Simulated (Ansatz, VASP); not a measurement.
## BaTiO3: VASP beside Ansatz

```
Ba Ti O
1.0
     2.86307    1.65299    2.35630
    -2.86307    1.65299    2.35630
     0.00000   -3.30599    2.35630
Ba Ti O
1 1 3
Direct
  0.02617 0.02617 0.02617
  0.51919 0.51919 0.51919
  0.48839 0.48839 0.97777
  0.48839 0.97777 0.48839
  0.97777 0.48839 0.48839
```

Change from the starting cell: all Ba atoms moved -0.150 Å, as atom 1 towards its neighbour atom 2 (Ti) at 3.434 Å.

Alike in both runs: task single point; functional PBE; k mesh 6 × 6 × 6; occupations gaussian, width 0.05 eV; no spin polarisation.

|  | VASP | Ansatz |
| --- | --- | --- |
| version | VASP 6.6.1 | Ansatz 0.2.0 |
| potentials or method | VASP PAW PBE potentials, release 64 (Ba_sv, Ti_sv, O), cutoff 520 eV | scalar-relativistic, plane waves, PAW |
| valence electrons in the cell | 40 | 40 |

VASP gave:

| Property | Result |
| --- | --- |
| gap on the k mesh at the Fermi level (eV) | 2.59 |
| least direct gap on the mesh (eV) | 3.16 |
| pressure (GPa) | 2.6 |
| traceless stress, the component that is largest in VASP (GPa) | 0.92 |
| rms of the force components (eV/Å) | 0.290 |

Estimate Ansatz's values.

gap on the k mesh at the Fermi level (eV): 2.63; least direct gap on the mesh (eV): 3.17; pressure (GPa): 1.0; traceless stress, the component that is largest in VASP (GPa): 0.86; rms of the force components (eV/Å): 0.255.

Atom by atom the forces differ by 0.055 eV/Å (rms over components).

Spin-orbit coupling is off throughout.
